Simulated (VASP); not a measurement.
# Ti (R-3m) in VASP: notebook

Ti is run at these levels: PBE; tasks: electric field gradients.

Everything below comes from runs of VASP 6.6.1. Logs are shortened: lines on timing, memory, paths and dates and some standing lists are left out, and cuts for length are marked.

### 1 The cell of the first run

Symmetry: R-3m, No. 166, trigonal system. The conventional cell has a = 2.900 Å, b = 2.900 Å, c = 6.891 Å, α = 90.00°, β = 90.00°, γ = 120.00°. Within 3.7 Å of Ti (site symmetry -3m) lie 12 Ti at 2.84 to 2.90 Å.

### 2 Electric field gradients, PBE (equal xy, yz and zx shear strains of -2 %)

File INCAR:

```
  PREC = Accurate
  ENCUT = 520
  EDIFF = 1E-8
  ISMEAR = -1
  SIGMA = 0.05
  LREAL = F
  LASPH = T
  NELM = 60
  ALGO = Normal
  ISIF = 2
  LWAVE = F
  LCHARG = F
  GGA = PE
  LEFG = T
  NBANDS = 12
```

File KPOINTS:

```
Automatic mesh
0
Gamma
  15 15 15
```

File POSCAR:

```
Ti
1.0
   -0.0406000000      2.0097000000      2.0097000000
    2.0097000000     -0.0406000000      2.0097000000
    2.0097000000      2.0097000000     -0.0406000000
Ti
1
Direct
    0.0000000000      0.0000000000      0.0000000000
```

Potentials or basis: VASP PAW PBE potentials, release 64 (Ti_sv).

Started as:

```sh
$ cat potpaw_PBE.64/Ti_sv/POTCAR > POTCAR
$ mpirun -np 1 vasp_std > vasp.out
```

OUTCAR:

```text
PREC = Accurate
   ENCUT = 520
   EDIFF = 1E-8
   ISMEAR = -1
   LREAL = F
   LASPH = T
   NELM = 60
   ISIF = 2
   GGA = PE

 ion  position               nearest neighbor table
   1  0.000  0.000  0.000-

  LATTYP: Found a trigonal (rhomboedric) cell.
 ALAT       =     2.8424349667
 COS(alpha) =     0.4797000918

  Lattice vectors:

 A1 = (  -0.0406000000,   2.0097000000,   2.0097000000)
 A2 = (   2.0097000000,  -0.0406000000,   2.0097000000)
 A3 = (   2.0097000000,   2.0097000000,  -0.0406000000)

Analysis of symmetry for initial positions (statically):
=====================================================================
 Subroutine PRICEL returns:
 Original cell was already a primitive cell.

 Routine SETGRP: Setting up the symmetry group for a
 trigonal (rhombohedral) supercell.

 Subroutine GETGRP returns: Found 12 space group operations
 (whereof 12 operations were pure point group operations)
 out of a pool of 12 trial point group operations.

The static configuration has the point symmetry D_3d.

Analysis of symmetry for dynamics (positions and initial velocities):
=====================================================================
 Subroutine PRICEL returns:
 Original cell was already a primitive cell.

 Routine SETGRP: Setting up the symmetry group for a
 trigonal (rhombohedral) supercell.

 Subroutine GETGRP returns: Found 12 space group operations
 (whereof 12 operations were pure point group operations)
 out of a pool of 12 trial point group operations.

The dynamic configuration has the point symmetry D_3d.

 Subroutine INISYM returns: Found 12 space group operations
 (whereof 12 operations are pure point group operations),
 and found     1 'primitive' translations

----------------------------------------------------------------------------------------

                                     Primitive cell

  volume of cell :      16.7258

  direct lattice vectors                    reciprocal lattice vectors
    -0.040600000  2.009700000  2.009700000    -0.241378315  0.246355187  0.246355187
     2.009700000 -0.040600000  2.009700000     0.246355187 -0.241378315  0.246355187
     2.009700000  2.009700000 -0.040600000     0.246355187  0.246355187 -0.241378315

  length of vectors
     2.842434967  2.842434967  2.842434967     0.423845783  0.423845783  0.423845783

  position of ions in fractional coordinates (direct lattice)
     0.000000000  0.000000000  0.000000000

  ion indices of the primitive-cell ions
   primitive index   ion index
                 1           1

----------------------------------------------------------------------------------------

 KPOINTS: Automatic mesh

Automatic generation of k-mesh.
 Grid dimensions read from file:
 generate k-points for:   15   15   15

 Generating k-lattice:

  Cartesian coordinates                     Fractional coordinates (reciprocal lattice)
    -0.016091888  0.016423679  0.016423679     0.066666667  0.000000000  0.000000000
     0.016423679 -0.016091888  0.016423679     0.000000000  0.066666667  0.000000000
     0.016423679  0.016423679 -0.016091888     0.000000000  0.000000000  0.066666667

  Length of vectors
     0.028256386  0.028256386  0.028256386

  Shift w.r.t. Gamma in fractional coordinates (k-lattice)
     0.000000000  0.000000000  0.000000000

 Subroutine IBZKPT returns following result:
 ===========================================

 Found    344 irreducible k-points:

 Following reciprocal coordinates:
            Coordinates               Weight
  0.000000  0.000000  0.000000      1.000000
  0.066667 -0.000000 -0.000000      6.000000
  0.133333  0.000000  0.000000      6.000000
  0.200000  0.000000 -0.000000      6.000000
  0.266667  0.000000  0.000000      6.000000
  0.333333  0.000000 -0.000000      6.000000
[... 16 lines left out ...]
  0.133333  0.133333 -0.000000      6.000000
  0.200000  0.133333  0.000000     12.000000
 [... further k-points ...]
   k-points           NKPTS =    344   k-points in BZ     NKDIM =    344   number of bands    NBANDS=     12
   number of dos      NEDOS =    301   number of ions     NIONS =      1
   total plane-waves  NPLWV =  13824
   dimension x,y,z NGX =    24 NGY =   24 NGZ =   24
   dimension x,y,z NGXF=    48 NGYF=   48 NGZF=   48
   ions per type =               1
   NGX,Y,Z   is equivalent  to a cutoff of  14.04, 14.04, 14.04 a.u.
   NGXF,Y,Z  is equivalent  to a cutoff of  28.07, 28.07, 28.07 a.u.
 SYSTEM =  unknown system
   PREC   = accura    normal or accurate (medium, high low for compatibility)
   ISTART =      0    job   : 0-new  1-cont  2-samecut
   ICHARG =      2    charge: 1-file 2-atom 10-const
   ISPIN  =      1    spin polarized calculation?
   LNONCOLLINEAR =      F non collinear calculations
   LSORBIT =      F    spin-orbit coupling
   LASPH  =      T    aspherical Exc in radial PAW
   ENCUT  =  520.0 eV  38.22 Ry    6.18 a.u.   5.29  5.29  5.29*2*pi/ulx,y,z
   NELM   =     60;   NELMIN=  2; NELMDL= -5     # of ELM steps
   EDIFF  = 0.1E-07   stopping-criterion for ELM
   LREAL  =      F    real-space projection
   EDIFFG = 0.1E-06   stopping-criterion for IOM
   NSW    =      0    number of steps for IOM
   IBRION =     -1    ionic relax: 0-MD 1-quasi-New 2-CG
   NFREE  =      0    steps in history (QN), initial steepest desc. (CG)
   ISIF   =      2    stress and relaxation
   ISYM   =      2    0-nonsym 1-usesym 2-fastsym
   POTIM  = 0.5000    time-step for ionic-motion
   TEBEG  =    0.0;   TEEND  =   0.0 temperature during run
   PSTRESS=    0.0 pullay stress
   NELECT =      12.0000    total number of electrons
   NUPDOWN=      -1.0000    fix difference up-down
   EMIN   =  10.00;   EMAX   =-10.00  energy-range for DOS
   EFERMI =   0.00;   METHOD = LEGACY
   ISMEAR =    -1;   SIGMA  =   0.05  broadening in eV -4-tet -1-fermi 0-gaus
   EFERMI_NEDOS =   21; number of points for ismear=-14 and -15
   IALGO  =     38    algorithm
   IMIX   =      4    mixing-type and parameters
     AMIX     =   0.40;   BMIX     =  1.00
     AMIX_MAG =   1.60;   BMIX_MAG =  1.00
  volume/ion in A,a.u.               =      16.73       112.87
  Fermi-wavevector in a.u.,A,eV,Ry     =   1.465569  2.769524 29.223851  2.147892
  Thomas-Fermi vector in A             =   2.581410
   LORBIT       =      0    0 simple, 1 ext, 2 COOP (PROOUT), +10 PAW based schemes
   GGA     = PE    functional components
   LHFCALC =     F    Hartree Fock is set to
   AEXX    =    0.0000 exact exchange contribution
   IVDW    =     0    specifies the selected vdW correction
   LEPSILON=     F    determine dielectric tensor
   LRPA    =     F    only Hartree local field effects (RPA)
 non-spin polarized calculation
  energy-cutoff  :      520.00
  volume of cell :       16.73
 maximum number of plane-waves:       468
 NGX is ok and might be reduce to    24
   NGX = 11   NGY = 11   NGZ = 11

 number of electron      12.0000001 magnetization

 Free energy of the ion-electron system (eV)
  ---------------------------------------------------
  ext. energy  EPLUGINS =         0.00000000
  ---------------------------------------------------
  free energy    TOTEN  =        -7.77333972 eV

  energy without entropy =       -7.76012336  energy(sigma->0) =       -7.76673154

 E-fermi :   8.6316     XC(G=0): -11.6769

 val. band max:        8.6257475198   @ k =   0.3333   0.3333   0.2667
 cond. band min:       8.6421846734   @ k =  -0.2000  -0.4667   0.1333
 fundamental gap:      0.0164371537
 Fermi energy:         8.6315563582

 k-point     1 :       0.0000    0.0000    0.0000
  band No.  band energies     occupation
      1     -48.0225      2.00000
      2     -23.8467      2.00000
      3     -23.8467      2.00000
      4     -23.8103      2.00000
      5       2.4429      2.00000
      6       9.4077      0.00000
      7       9.4077      0.00000
      8       9.7382      0.00000
      9      11.2495      0.00000
     10      11.2495      0.00000
     11      24.0646      0.00000
     12      28.4601      0.00000
[... 331 lines left out ...]
 k-point    24 :       0.2000    0.1333    0.0000
  band No.  band energies     occupation
      1     -47.9726      2.00000
      2     -24.0537      2.00000
      3     -23.9068      2.00000
      4     -23.8855      2.00000
      5       3.6989      2.00000
      6       8.6838      0.52006
      7       9.8749      0.00000
      8      10.1677      0.00000
      9      10.5582      0.00000
     10      11.5104      0.00000
     11      24.5013      0.00000
     12      25.4525      0.00000

 [... further k-points ...]

------------------------ aborting loop because EDIFF is reached ----------------------------------------

  FORCE on cell =-STRESS in cart. coord.  units (eV):
  Direction    XX          YY          ZZ          XY          YZ          ZX
  --------------------------------------------------------------------------------------
  -------------------------------------------------------------------------------------
  Total        0.4360111      0.4360111      0.4360111      0.1275657      0.1275657      0.1275657
  in kB       41.7658357     41.7658357     41.7658357     12.2196208     12.2196208     12.2196208
  external PRESSURE =      41.7658357 kB  Pullay stress =       0.0000000 kB

 VOLUME and BASIS-vectors are now :
 -----------------------------------------------------------------------------
  energy-cutoff  :      520.00
  volume of cell :       16.73
      direct lattice vectors                 reciprocal lattice vectors
    -0.040600000  2.009700000  2.009700000    -0.241378315  0.246355187  0.246355187
     2.009700000 -0.040600000  2.009700000     0.246355187 -0.241378315  0.246355187
     2.009700000  2.009700000 -0.040600000     0.246355187  0.246355187 -0.241378315

 POSITION                                       TOTAL-FORCE (eV/Angst)
 -----------------------------------------------------------------------------------
      0.00000      0.00000      0.00000         0.000000      0.000000      0.000000
 -----------------------------------------------------------------------------------
    total drift:                                0.000000      0.000000      0.000000

  FREE ENERGIE OF THE ION-ELECTRON SYSTEM (eV)
  ---------------------------------------------------
  free  energy   TOTEN  =        -7.7733397194 eV

  energy  without entropy=       -7.7601233636  energy(sigma->0) =       -7.76673154

 Electric field gradients (V/A^2)
---------------------------------------------------------------------
 ion       V_xx      V_yy      V_zz      V_xy      V_xz      V_yz
---------------------------------------------------------------------
   1      -0.000    -0.000     0.000     4.639     4.639     4.639
---------------------------------------------------------------------

 Electric field gradients after diagonalization (V/A^2)
 (convention: |V_zz| > |V_xx| > |V_yy|)
----------------------------------------------------------------------
 ion       V_xx      V_yy      V_zz     asymmetry (V_yy - V_xx)/ V_zz
----------------------------------------------------------------------
   1      -4.639    -4.639     9.279       0.000
----------------------------------------------------------------------

           NMR quadrupolar parameters

 Cq : quadrupolar parameter    Cq=e*Q*V_zz/h
 eta: asymmetry parameters     (V_yy - V_xx)/ V_zz
 Q  : nuclear electric quadrupole moment in mb (millibarn)
----------------------------------------------------------------------
 ion       Cq(MHz)       eta       Q (mb)
----------------------------------------------------------------------
   1       0.022       0.000       1.000
----------------------------------------------------------------------
```

Run time: 93 s. Hardware: 1 thread of Intel Xeon 8259CL, shared host; peak memory 0.19 GiB.

What came out:

```
Free energy                             : -7.7733 eV
Pressure                                : 4.2 GPa
Band gap on the k mesh                  : zero (bands 6 and 7 overlap by 1.18 eV)
Largest electric field gradient by atom : Ti +9.3 V/Å²
```

Stress tensor (GPa, compression positive):
```
4.18 1.22 1.22
1.22 4.18 1.22
1.22 1.22 4.18
```

Electric field gradients, principal values (V/Å²):
```csv
atom,least,middle,greatest (by size)
1 Ti,-4.639,-4.639,9.279
```

Caveat: the cell differs from its parent crystal (equal xy, yz and zx shear strains of -2 %); the cell stands under pressure; without QUAD_EFG the Cq values of the log hold for a quadrupole moment of 1 mb, not for the nuclei.

### 3 Electric field gradients, PBE (equal xy, yz and zx shear strains of +1 %)

File INCAR:

```
PREC     = Accurate       # precision mode
ENCUT    = 520            # plane-wave cutoff, eV
EDIFF    = 1E-8           # SCF threshold, eV
ISMEAR   = -1             # smearing method
SIGMA    = 0.05           # smearing width, eV
LREAL    = F              # projectors in reciprocal space
LASPH    = T              # aspherical terms in the spheres
NELM     = 60             # most SCF steps
ALGO     = Normal         # electronic algorithm
ISIF     = 2              # what is computed and relaxed
LWAVE    = F              # write WAVECAR
LCHARG   = F              # write CHGCAR
GGA      = PE             # functional
LEFG     = T            
NBANDS   = 12             # bands
```

KPOINTS is that of step 2.

File POSCAR:

```
Ti
1.0
    0.0203000000      2.0401500000      2.0401500000
    2.0401500000      0.0203000000      2.0401500000
    2.0401500000      2.0401500000      0.0203000000
Ti
1
Direct
    0.0000000000      0.0000000000      0.0000000000
```

Potentials or basis: VASP PAW PBE potentials, release 64 (Ti_sv).

Started as:

```sh
$ cat potpaw_PBE.64/Ti_sv/POTCAR > POTCAR
$ mpirun -np 1 vasp_std > vasp.out
```

OUTCAR:

```text
PREC = Accurate
   ENCUT = 520
   EDIFF = 1E-8
   ISMEAR = -1
   LREAL = F
   LASPH = T
   NELM = 60
   ISIF = 2
   GGA = PE

 ion  position               nearest neighbor table
   1  0.000  0.000  0.000-

  LATTYP: Found a trigonal (rhomboedric) cell.
 ALAT       =     2.8852792127
 COS(alpha) =     0.5099250056

  Lattice vectors:

 A1 = (   0.0203000000,   2.0401500000,   2.0401500000)
 A2 = (   2.0401500000,   0.0203000000,   2.0401500000)
 A3 = (   2.0401500000,   2.0401500000,   0.0203000000)

Analysis of symmetry for initial positions (statically):
=====================================================================
 Subroutine PRICEL returns:
 Original cell was already a primitive cell.

[... 543 lines left out ...]
  in kB       41.5249650     41.5249650     41.5249650     -6.1215161     -6.1215161     -6.1215161
  external PRESSURE =      41.5249650 kB  Pullay stress =       0.0000000 kB

 VOLUME and BASIS-vectors are now :
 -----------------------------------------------------------------------------
  energy-cutoff  :      520.00
  volume of cell :       16.73
      direct lattice vectors                 reciprocal lattice vectors
     0.020300000  2.040150000  2.040150000    -0.248768595  0.246317673  0.246317673
     2.040150000  0.020300000  2.040150000     0.246317673 -0.248768595  0.246317673
     2.040150000  2.040150000  0.020300000     0.246317673  0.246317673 -0.248768595

 POSITION                                       TOTAL-FORCE (eV/Angst)
 -----------------------------------------------------------------------------------
      0.00000      0.00000      0.00000        -0.000000      0.000000     -0.000000
 -----------------------------------------------------------------------------------
    total drift:                               -0.000000      0.000000     -0.000000

  FREE ENERGIE OF THE ION-ELECTRON SYSTEM (eV)
  ---------------------------------------------------
  free  energy   TOTEN  =        -7.7762872346 eV

  energy  without entropy=       -7.7627446389  energy(sigma->0) =       -7.76951594

 Electric field gradients (V/A^2)
---------------------------------------------------------------------
 ion       V_xx      V_yy      V_zz      V_xy      V_xz      V_yz
---------------------------------------------------------------------
   1      -0.000    -0.000     0.000    -2.166    -2.166    -2.166
---------------------------------------------------------------------

 Electric field gradients after diagonalization (V/A^2)
 (convention: |V_zz| > |V_xx| > |V_yy|)
----------------------------------------------------------------------
 ion       V_xx      V_yy      V_zz     asymmetry (V_yy - V_xx)/ V_zz
----------------------------------------------------------------------
   1       2.166     2.166    -4.332       0.000
----------------------------------------------------------------------

           NMR quadrupolar parameters

 Cq : quadrupolar parameter    Cq=e*Q*V_zz/h
 eta: asymmetry parameters     (V_yy - V_xx)/ V_zz
 Q  : nuclear electric quadrupole moment in mb (millibarn)
----------------------------------------------------------------------
 ion       Cq(MHz)       eta       Q (mb)
----------------------------------------------------------------------
   1      -0.010       0.000       1.000
----------------------------------------------------------------------
```

stdout:

```text
POSCAR found type information on POSCAR Ti
 POSCAR found :  1 types and       1 ions
 scaLAPACK will be used
 LDA part: xc-table for (Slater+PW92), standard interpolation
 POSCAR, INCAR and KPOINTS ok, starting setup
 FFT: planning ... GRIDC
 FFT: planning ... GRID_SOFT
 FFT: planning ... GRID
 WAVECAR not read
 entering main loop
ion   1
```

It took 88 s on 1 thread of Intel Xeon 8259CL, shared host; peak memory 0.19 GiB.

Results:

| Property | Result |
| --- | --- |
| Free energy | -7.7763 eV |
| Pressure | 4.2 GPa |
| Band gap on the k mesh | zero (bands 6 and 7 overlap by 1.11 eV) |
| Largest electric field gradient by atom | Ti -4.3 V/Å² |

Levels at points of the mesh, in eV from the Fermi level:
| k point | band 4 | band 5 | band 6 | band 7 | band 8 | band 9 |
| --- | --- | --- | --- | --- | --- | --- |
| (0.00, 0.00, 0.00) | -32.46 | -6.19 | 0.79 | 0.94 | 0.94 | 2.61 |

Electric field gradients, principal values (V/Å²):
```
atom  least  middle  greatest (by size)
1 Ti  2.166   2.166              -4.332
```

Caveat: the cell differs from its parent crystal (equal xy, yz and zx shear strains of +1 %); the cell stands under pressure; without QUAD_EFG the Cq values of the log hold for a quadrupole moment of 1 mb, not for the nuclei.
